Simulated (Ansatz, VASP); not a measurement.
One calculation of CaO, two programs

File POSCAR:

```
CaO
1.0
    0.0000000000      2.3485040450      2.3485040450
    2.3485040450      0.0000000000      2.3485040450
    2.3485040450      2.3485040450      0.0000000000
Ca O
1 1
Direct
    0.0000000000      0.0000000000      0.0000000000
    0.5000000000      0.5000000000      0.5000000000
```

File INCAR.step1:

```
SYSTEM = CaO
  PREC = Accurate
  ENCUT = 910
  ISMEAR = 0
  SIGMA = 0.02
  LREAL = .FALSE.
  LASPH = .TRUE.
  NELM = 120
  NBANDS = 15
  GGA = PE
  ALGO = Normal
  EDIFF = 1E-5
  LWAVE = .TRUE.
  LCHARG = .FALSE.
  GGA_COMPAT = .FALSE.
```

The input INCAR.step2:

```
SYSTEM = CaO
  PREC = Accurate
  ENCUT = 910
  EDIFF = 1E-6
  ISMEAR = 0
  SIGMA = 0.02
  LREAL = .FALSE.
  LASPH = .TRUE.
  NELM = 120
  ALGO = Normal
  ISIF = 2
  LWAVE = .FALSE.
  LCHARG = .FALSE.
  METAGGA = R2SCAN
  LMIXTAU = .TRUE.
  NBANDS = 15
  ISTART = 1
  GGA_COMPAT = .FALSE.
```

The input KPOINTS:

```
regular mesh
0
G
  8 8 8
  0 0 0
```

Input for Ansatz:

```yaml
crystal:
  lattice:
    - [0.0, 2.3485040427, 2.3485040427]
    - [2.3485040427, 0.0, 2.3485040427]
    - [2.3485040427, 2.3485040427, 0.0]
  atoms:
    - { symbol: Ca, position: [0.0, 0.0, 0.0] }
    - { symbol: O, position: [0.5, 0.5, 0.5] }
basis:
  ecutwfc: 500
kpoints:
  mp_grid: { grid: [8, 8, 8] }
hamiltonian:
  xc: r2scan
scf:
  occupations: { method: gaussian, width: 0.02 }
output:
  forces: true
  stress: true
  eigenvalues: true
  write_density: true
  write_potential: true
  elf: true
  volumetric_format: npy
```

Alike in both runs: task single point; functional r2SCAN; k mesh 8 × 8 × 8; occupations gaussian, width 0.02 eV; no spin polarisation.

|  | VASP | Ansatz |
| --- | --- | --- |
| version | VASP 6.6.1 | Ansatz 0.2.0 |
| potentials or method | VASP PAW PBE potentials, release 64 (Ca_sv, O_h), cutoff 910 eV | scalar-relativistic, plane waves, PAW |
| valence electrons in the cell | 16 | 16 |

|  | VASP | Ansatz | Ansatz less VASP |
| --- | --- | --- | --- |
| gap on the k mesh at the Fermi level (eV) | 4.16 | 4.17 | +0.011 |
| least direct gap on the mesh (eV) | 4.52 | 4.53 | +0.015 |

VASP's potentials were made for PBE, not for r2SCAN. With one functional, cell and mesh, what is left measures potentials, basis and numerics.

Noted on VASP's run: the cutoff is short for stress, so the pressure is rough.
